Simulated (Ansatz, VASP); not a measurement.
## One calculation of LiRh2, two programs

The input INCAR:

```
SYSTEM = LiRh2
PREC = Accurate
ENCUT = 520
EDIFF = 1E-7
ISMEAR = 0
SIGMA = 0.1
LREAL = .FALSE.
LASPH = .TRUE.
NELM = 100
ALGO = Normal
ISIF = 2
LWAVE = .FALSE.
LCHARG = .FALSE.
GGA = PE
NBANDS = 24
```

Contents of KPOINTS:

```
regular mesh
0
G
  8 8 8
  0 0 0
```

The input POSCAR:

```
LiRh2
1.0
   -1.4704011518      1.4704011518      4.7842761101
    1.4704011518     -1.4704011518      4.7842761101
    1.4704011518      1.4704011518     -4.7842761101
Li Rh
1 2
Direct
    0.0000000000      0.0000000000      0.0000000000
    0.3400000000      0.3400000000      0.0000000000
    0.6600000000      0.6600000000      0.0000000000
```

Input for Ansatz:

```yaml
crystal:
  lattice:
    - [-1.4704011518, 1.4704011518, 4.7842761101]
    - [1.4704011518, -1.4704011518, 4.7842761101]
    - [1.4704011518, 1.4704011518, -4.7842761101]
  atoms:
    - { symbol: Li, position: [0.0, 0.0, 0.0] }
    - { symbol: Rh, position: [0.34, 0.34, 0.0] }
    - { symbol: Rh, position: [0.66, 0.66, 0.0] }
basis:
  ecutwfc: 420
kpoints:
  mp_grid: { grid: [8, 8, 8] }
hamiltonian:
  xc: pbe
scf:
  occupations: { method: gaussian, width: 0.1 }
  lower_state_search: "off"
output:
  forces: true
  stress: true
  eigenvalues: true
```

Alike in both runs: task single point; functional PBE; k mesh 8 × 8 × 8; occupations gaussian, width 0.1 eV; no spin polarisation.

```csv
,VASP,Ansatz
version,VASP 6.6.1,Ansatz 0.2.0
potentials or method,"VASP PAW PBE potentials, release 64 (Li_sv, Rh_pv), cutoff 520 eV","scalar-relativistic, plane waves, PAW"
valence electrons in the cell,33,37
```

|  | VASP | Ansatz | Ansatz less VASP |
| --- | --- | --- | --- |
| gap on the k mesh at the Fermi level (eV) | none | none | - |
| rms of the force components (eV/Å) | 0.085 | 0.082 | -0.0027 |

Atom by atom the forces differ by 0.003 eV/Å (rms over components). A gap of «none» marks a metal or a gap that the smearing closes. With one functional, cell and mesh, what is left measures potentials, basis and numerics. VASP's potentials hold 33 valence electrons a cell and Ansatz's 37, so a difference there can come from the potentials and not from the codes.

The k mesh is coarse, so the values compare programs but aren't converged. Noted on VASP's run: the cutoff is short for stress, so the pressure is rough.
